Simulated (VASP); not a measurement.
# NbB3 (Pm-3m) in VASP: further runs

NbB3 is run at these levels: PBE; tasks: single point, relaxation of cell and atoms.

Everything below comes from runs of VASP 6.6.1. Logs are shortened: lines on timing, memory, paths and dates and some standing lists are left out, and cuts for length are marked.

## 1. The cell of the first run

The structure is cubic, space group Pm-3m (No. 221). Conventional cell: a = 3.314 Å, b = 3.314 Å, c = 3.314 Å, α = 90.00°, β = 90.00°, γ = 90.00°. Within 3.1 Å of Nb (site symmetry m-3m) lie 12 B at 2.34 Å. Within 3.1 Å of B (site symmetry 4/mmm) lie 4 Nb at 2.34 Å and 8 B at 2.34 Å.

## 2. Single point, PBE

Contents of INCAR:

```
  PREC = Accurate
  ENCUT = 520
  EDIFF = 1E-7
  ISMEAR = 0
  SIGMA = 0.1
  LREAL = False
  LASPH = True
  NELM = 100
  ALGO = Normal
  ISIF = 2
  LWAVE = False
  LCHARG = False
  GGA = PE
  NBANDS = 19
```

Contents of KPOINTS:

```
Automatic mesh
0
Gamma
  6 6 6
```

Contents of POSCAR:

```
NbB3
1.0
    3.3135896458      0.0000000000      0.0000000000
    0.0000000000      3.3135896458      0.0000000000
    0.0000000000      0.0000000000      3.3135896458
Nb B
1 3
Direct
    0.0000000000      0.0000000000      0.0000000000
    0.0000000000      0.5000000000      0.5000000000
    0.5000000000      0.0000000000      0.5000000000
    0.5000000000      0.5000000000      0.0000000000
```

Potentials or basis: VASP PAW PBE potentials, release 64 (Nb_sv, B).

Command:

```console
> cat potpaw_PBE.64/Nb_sv/POTCAR potpaw_PBE.64/B/POTCAR > POTCAR
> mpirun -np 1 vasp_std > vasp.out
```

OUTCAR:

```text
PREC = Accurate
   ENCUT = 520
   EDIFF = 1E-7
   ISMEAR = 0
   LREAL = False
   LASPH = True
   NELM = 100
   ISIF = 2
   GGA = PE

 ion  position               nearest neighbor table
   1  0.000  0.000  0.000-   2 2.34   3 2.34   4 2.34   2 2.34   3 2.34   2 2.34   4 2.34   2 2.34
                             3 2.34   4 2.34   3 2.34   4 2.34
   2  0.000  0.500  0.500-   1 2.34   1 2.34   1 2.34   1 2.34
   3  0.500  0.000  0.500-   1 2.34   1 2.34   1 2.34   1 2.34
   4  0.500  0.500  0.000-   1 2.34   1 2.34   1 2.34   1 2.34

  LATTYP: Found a simple cubic cell.
 ALAT       =     3.3135896458

  Lattice vectors:

 A1 = (   3.3135896458,   0.0000000000,   0.0000000000)
 A2 = (   0.0000000000,   3.3135896458,   0.0000000000)
 A3 = (   0.0000000000,   0.0000000000,   3.3135896458)

Analysis of symmetry for initial positions (statically):
=====================================================================
 Subroutine PRICEL returns:
 Original cell was already a primitive cell.

 Routine SETGRP: Setting up the symmetry group for a
 simple cubic supercell.

 Subroutine GETGRP returns: Found 48 space group operations
 (whereof 48 operations were pure point group operations)
 out of a pool of 48 trial point group operations.

The static configuration has the point symmetry O_h .

Analysis of symmetry for dynamics (positions and initial velocities):
=====================================================================
 Subroutine PRICEL returns:
 Original cell was already a primitive cell.

 Routine SETGRP: Setting up the symmetry group for a
 simple cubic supercell.

 Subroutine GETGRP returns: Found 48 space group operations
 (whereof 48 operations were pure point group operations)
 out of a pool of 48 trial point group operations.

The dynamic configuration has the point symmetry O_h .

 Subroutine INISYM returns: Found 48 space group operations
 (whereof 48 operations are pure point group operations),
 and found     1 'primitive' translations

----------------------------------------------------------------------------------------

                                     Primitive cell

  volume of cell :      36.3828

  direct lattice vectors                    reciprocal lattice vectors
     3.313589646  0.000000000  0.000000000     0.301787520  0.000000000  0.000000000
     0.000000000  3.313589646  0.000000000     0.000000000  0.301787520  0.000000000
     0.000000000  0.000000000  3.313589646     0.000000000  0.000000000  0.301787520

  length of vectors
     3.313589646  3.313589646  3.313589646     0.301787520  0.301787520  0.301787520

  position of ions in fractional coordinates (direct lattice)
     0.000000000  0.000000000  0.000000000
     0.000000000  0.500000000  0.500000000
     0.500000000  0.000000000  0.500000000
     0.500000000  0.500000000  0.000000000

  ion indices of the primitive-cell ions
   primitive index   ion index
                 1           1
                 2           2
                 3           3
                 4           4

----------------------------------------------------------------------------------------

 KPOINTS: Automatic mesh

Automatic generation of k-mesh.
 Grid dimensions read from file:
 generate k-points for:    6    6    6

 Generating k-lattice:

  Cartesian coordinates                     Fractional coordinates (reciprocal lattice)
     0.050297920  0.000000000  0.000000000     0.166666667  0.000000000  0.000000000
     0.000000000  0.050297920  0.000000000     0.000000000  0.166666667  0.000000000
     0.000000000  0.000000000  0.050297920     0.000000000  0.000000000  0.166666667

  Length of vectors
     0.050297920  0.050297920  0.050297920

  Shift w.r.t. Gamma in fractional coordinates (k-lattice)
     0.000000000  0.000000000  0.000000000

 Subroutine IBZKPT returns following result:
 ===========================================

 Found     20 irreducible k-points:

 Following reciprocal coordinates:
            Coordinates               Weight
  0.000000  0.000000  0.000000      1.000000
  0.166667  0.000000  0.000000      6.000000
  0.333333  0.000000  0.000000      6.000000
  0.500000  0.000000  0.000000      3.000000
  0.166667  0.166667  0.000000     12.000000
  0.333333  0.166667  0.000000     24.000000
[... 12 lines left out ...]
  0.500000  0.500000  0.333333      6.000000
  0.500000  0.500000  0.500000      1.000000
   k-points           NKPTS =     20   k-points in BZ     NKDIM =     20   number of bands    NBANDS=     19
   number of dos      NEDOS =    301   number of ions     NIONS =      4
   total plane-waves  NPLWV =  21952
   dimension x,y,z NGX =    28 NGY =   28 NGZ =   28
   dimension x,y,z NGXF=    56 NGYF=   56 NGZF=   56
   ions per type =               1   3
   NGX,Y,Z   is equivalent  to a cutoff of  14.05, 14.05, 14.05 a.u.
   NGXF,Y,Z  is equivalent  to a cutoff of  28.10, 28.10, 28.10 a.u.
 SYSTEM =  unknown system
   PREC   = accura    normal or accurate (medium, high low for compatibility)
   ISTART =      0    job   : 0-new  1-cont  2-samecut
   ICHARG =      2    charge: 1-file 2-atom 10-const
   ISPIN  =      1    spin polarized calculation?
   LNONCOLLINEAR =      F non collinear calculations
   LSORBIT =      F    spin-orbit coupling
   LASPH  =      T    aspherical Exc in radial PAW
   ENCUT  =  520.0 eV  38.22 Ry    6.18 a.u.   6.16  6.16  6.16*2*pi/ulx,y,z
   NELM   =    100;   NELMIN=  2; NELMDL= -5     # of ELM steps
   EDIFF  = 0.1E-06   stopping-criterion for ELM
   LREAL  =      F    real-space projection
   EDIFFG = 0.1E-05   stopping-criterion for IOM
   NSW    =      0    number of steps for IOM
   IBRION =     -1    ionic relax: 0-MD 1-quasi-New 2-CG
   NFREE  =      0    steps in history (QN), initial steepest desc. (CG)
   ISIF   =      2    stress and relaxation
   ISYM   =      2    0-nonsym 1-usesym 2-fastsym
   POTIM  = 0.5000    time-step for ionic-motion
   TEBEG  =    0.0;   TEEND  =   0.0 temperature during run
   PSTRESS=    0.0 pullay stress
   NELECT =      22.0000    total number of electrons
   NUPDOWN=      -1.0000    fix difference up-down
   EMIN   =  10.00;   EMAX   =-10.00  energy-range for DOS
   EFERMI =   0.00;   METHOD = LEGACY
   ISMEAR =     0;   SIGMA  =   0.10  broadening in eV -4-tet -1-fermi 0-gaus
   EFERMI_NEDOS =   21; number of points for ismear=-14 and -15
   IALGO  =     38    algorithm
   IMIX   =      4    mixing-type and parameters
     AMIX     =   0.40;   BMIX     =  1.00
     AMIX_MAG =   1.60;   BMIX_MAG =  1.00
  volume/ion in A,a.u.               =       9.10        61.38
  Fermi-wavevector in a.u.,A,eV,Ry     =   1.384364  2.616069 26.075076  1.916464
  Thomas-Fermi vector in A             =   2.508875
   LORBIT       =      0    0 simple, 1 ext, 2 COOP (PROOUT), +10 PAW based schemes
   GGA     = PE    functional components
   LHFCALC =     F    Hartree Fock is set to
   AEXX    =    0.0000 exact exchange contribution
   IVDW    =     0    specifies the selected vdW correction
   LEPSILON=     F    determine dielectric tensor
   LRPA    =     F    only Hartree local field effects (RPA)
 non-spin polarized calculation
 Gauss-broadening in eV      SIGMA  =   0.10
  energy-cutoff  :      520.00
  volume of cell :       36.38
 maximum number of plane-waves:      1000
 NGX is ok and might be reduce to    28
   NGX = 13   NGY = 13   NGZ = 13

 number of electron      22.0000001 magnetization

 Free energy of the ion-electron system (eV)
  ---------------------------------------------------
  ext. energy  EPLUGINS =         0.00000000
  ---------------------------------------------------
  free energy    TOTEN  =       -28.33901631 eV

  energy without entropy =      -28.33200952  energy(sigma->0) =      -28.33551292

 E-fermi :  11.0157     XC(G=0): -12.7323

 val. band max:       10.9889791373   @ k =   0.3333   0.0000   0.0000
 cond. band min:      11.1610057483   @ k =   0.3333   0.1667   0.1667
 fundamental gap:      0.1720266110
 Fermi energy:        11.0156640151

 k-point     1 :       0.0000    0.0000    0.0000
  band No.  band energies     occupation
      1     -44.4101      2.00000
      2     -20.5142      2.00000
      3     -20.5142      2.00000
      4     -20.5142      2.00000
      5      -2.9688      2.00000
      6       5.0559      2.00000
[... 11 lines left out ...]
     18      16.6833      0.00000
     19      16.9636      0.00000

 k-point     2 :       0.1667    0.0000    0.0000
  band No.  band energies     occupation
      1     -44.4046      2.00000
      2     -20.6002      2.00000
      3     -20.5039      2.00000
      4     -20.5039      2.00000
      5      -2.5692      2.00000
      6       4.0751      2.00000
[... 11 lines left out ...]
     18      17.8125      0.00000
     19      18.0005      0.00000

 k-point     3 :       0.3333    0.0000    0.0000
  band No.  band energies     occupation
      1     -44.3936      2.00000
      2     -20.7680      2.00000
      3     -20.4831      2.00000
      4     -20.4831      2.00000
      5      -1.4618      2.00000
      6       2.1423      2.00000
[... 11 lines left out ...]
     18      17.3487      0.00000
     19      18.8746      0.00000

 k-point     4 :       0.5000    0.0000    0.0000
  band No.  band energies     occupation
      1     -44.3881      2.00000
      2     -20.8500      2.00000
      3     -20.4726      2.00000
      4     -20.4726      2.00000
      5       0.0679      2.00000
      6       0.2848      2.00000
[... 319 lines left out ...]
     18      17.9404      0.00000
     19      19.0072      0.00000

 k-point    19 :       0.5000    0.5000    0.3333
  band No.  band energies     occupation
      1     -44.3493      2.00000
      2     -20.7705      2.00000
      3     -20.7705      2.00000
      4     -20.6803      2.00000
      5       1.5401      2.00000
      6       2.9211      2.00000
[... 11 lines left out ...]
     18      18.8331      0.00000
     19      18.8667      0.00000

 k-point    20 :       0.5000    0.5000    0.5000
  band No.  band energies     occupation
      1     -44.3437      2.00000
      2     -20.7600      2.00000
      3     -20.7600      2.00000
      4     -20.7600      2.00000
      5       2.7231      2.00000
      6       2.7231      2.00000
[... 11 lines left out ...]
     18      18.4325      0.00000
     19      18.4325      0.00000

------------------------ aborting loop because EDIFF is reached ----------------------------------------

  FORCE on cell =-STRESS in cart. coord.  units (eV):
  Direction    XX          YY          ZZ          XY          YZ          ZX
  --------------------------------------------------------------------------------------
  -------------------------------------------------------------------------------------
  Total       -0.0041911     -0.0041911     -0.0041911     -0.0000000     -0.0000000      0.0000000
  in kB       -0.1845614     -0.1845614     -0.1845614     -0.0000000     -0.0000000      0.0000000
  external PRESSURE =      -0.1845614 kB  Pullay stress =       0.0000000 kB

 VOLUME and BASIS-vectors are now :
 -----------------------------------------------------------------------------
  energy-cutoff  :      520.00
  volume of cell :       36.38
      direct lattice vectors                 reciprocal lattice vectors
     3.313589646  0.000000000  0.000000000     0.301787520  0.000000000  0.000000000
     0.000000000  3.313589646  0.000000000     0.000000000  0.301787520  0.000000000
     0.000000000  0.000000000  3.313589646     0.000000000  0.000000000  0.301787520

 POSITION                                       TOTAL-FORCE (eV/Angst)
 -----------------------------------------------------------------------------------
      0.00000      0.00000      0.00000         0.000000      0.000000      0.000000
      0.00000      1.65679      1.65679         0.000000      0.000000      0.000000
      1.65679      0.00000      1.65679         0.000000      0.000000      0.000000
      1.65679      1.65679      0.00000         0.000000      0.000000      0.000000
 -----------------------------------------------------------------------------------
    total drift:                               -0.000000     -0.000000     -0.000000

  FREE ENERGIE OF THE ION-ELECTRON SYSTEM (eV)
  ---------------------------------------------------
  free  energy   TOTEN  =       -28.3390163128 eV

  energy  without entropy=      -28.3320095242  energy(sigma->0) =      -28.33551292
```

It took 39 s on 1 thread of AMD EPYC 7R13, shared host; peak memory 0.13 GiB.

Results:

| Property | Result |
| --- | --- |
| Free energy | -28.3390 eV |
| Pressure | 0.0 GPa |
| Band gap on the k mesh | zero (band 11 reaches 11.41 eV, above the bottom of band 12 at 10.17 eV) |

## 3. Relaxation of cell and atoms, PBE

This run uses another cell than the first one, of 8.62 Å³/atom, 0.948 times its volume.

Contents of INCAR:

```
SYSTEM = NbB3
  PREC = Accurate
  ENCUT = 600
  EDIFF = 1E-7
  ISMEAR = 0
  SIGMA = 0.1
  LREAL = .False.
  LASPH = .True.
  NELM = 80
  ALGO = Normal
  ISIF = 3
  LWAVE = .False.
  LCHARG = .False.
  GGA = PE
  IBRION = 2
  NSW = 90
  EDIFFG = -0.04
```

Contents of KPOINTS:

```
regular mesh
0
Gamma
  6 6 6
  0 0 0
```

Contents of POSCAR:

```
NbB3
1.0
    3.2550050151      0.0000000000      0.0000000000
    0.0000000000      3.2550050151      0.0000000000
    0.0000000000      0.0000000000      3.2550050151
Nb B
1 3
Direct
    0.0000000000      0.0000000000      0.0000000000
    0.0000000000      0.5000000000      0.5000000000
    0.5000000000      0.0000000000      0.5000000000
    0.5000000000      0.5000000000      0.0000000000
```

Potentials or basis: VASP PAW PBE potentials, release 64 (Nb_sv, B).

Command:

```console
> cat potpaw_PBE.64/Nb_sv/POTCAR potpaw_PBE.64/B/POTCAR > POTCAR
> mpirun -np 1 vasp_std > vasp.out
```

Run time: 93 s. Hardware: 1 thread of AMD EPYC 7R13, shared host; peak memory 0.14 GiB.

The run converged. Its results:

```
Free energy                            : -28.3394 eV
Relaxed volume                         : 9.10 Å³/atom
Relaxed cell                           : a = 3.314 Å, b = 3.314 Å, c = 3.314 Å, α = 90.00°, β = 90.00°, γ = 90.00°
Space group after relaxing (to 0.05 Å) : Pm-3m (No. 221)
Energy gained by relaxing              : 20.1 meV/atom
Ionic steps                            : 3
Pressure after relaxing                : -0.1 GPa
Band gap on the k mesh                 : zero (band 11 reaches 11.41 eV, above the bottom of band 12 at 10.17 eV)
```

Step by step:
```
step  energy change (eV)  largest force (eV/Å)  pressure (GPa)  volume (Å³)
   1              0.0000                0.0000           14.20        34.49
   2              0.0015                0.0000          -12.02        38.44
   3             -0.0802                0.0000           -0.06        36.39
```

Final structure:
```yaml
crystal:
  lattice:
    - [3.31371, 0.00000, 0.00000]
    - [0.00000, 3.31371, 0.00000]
    - [0.00000, 0.00000, 3.31371]
  atoms:
    - { symbol: Nb, position: [0.00000, 0.00000, 0.00000] }
    - { symbol: B, position: [0.00000, 0.50000, 0.50000] }
    - { symbol: B, position: [0.50000, 0.00000, 0.50000] }
    - { symbol: B, position: [0.50000, 0.50000, 0.00000] }
```

Levels at points of the mesh, in eV from the Fermi level:
```
           k point  band 8  band 9  band 10  band 11  band 12  band 13  band 14  band 15
(0.00, 0.00, 0.00)   -3.76   -3.76    -3.76     0.32     0.32     0.32     2.55     2.55
(0.50, 0.00, 0.00)   -5.22   -5.21    -0.74     0.26     0.26     0.65     1.09     2.55
(0.50, 0.50, 0.00)   -7.49   -3.88    -3.88     0.39     0.46     1.38     2.71     2.79
(0.50, 0.50, 0.50)   -7.31   -4.40    -4.40    -4.40     2.27     2.27     6.12     6.12
```
